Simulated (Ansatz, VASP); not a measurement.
# Cu: VASP beside Ansatz

```
CELL_PARAMETERS angstrom
2.35962 0.00000 0.00000
0.00000 2.35962 0.00000
0.00000 0.00000 2.35962
ATOMIC_POSITIONS crystal
Cu 0.00000 0.00000 0.00000
```

Alike in both runs: functional PBEsol; k mesh 18 × 18 × 18; occupations fermi-dirac, width 0.08 eV; no spin polarisation.

Ansatz relaxed the structure, and its values are those at the end. VASP's run is a single point on that final structure, the one shown.

```csv
,VASP,Ansatz
version,VASP 6.6.1,Ansatz 0.2.0
potentials or method,"VASP PAW PBE potentials, release 64 (Cu)","PAW with Ansatz's default frozen-core files, scalar-relativistic"
plane-wave cutoff (eV),520,420
valence electrons in the cell,11,19
```

Ansatz gave:

| Quantity | Value |
| --- | --- |
| pressure (GPa) | 0.0 |

Q: Estimate VASP's values.

A: Pressure (GPa): 0.5.

VASP's potentials were made for PBE, not for PBEsol. The functional is the same, so the differences come from potentials, cutoffs and numerics. VASP's potentials hold 11 valence electrons a cell and Ansatz's 19, so a difference there can come from the potentials and not from the codes.
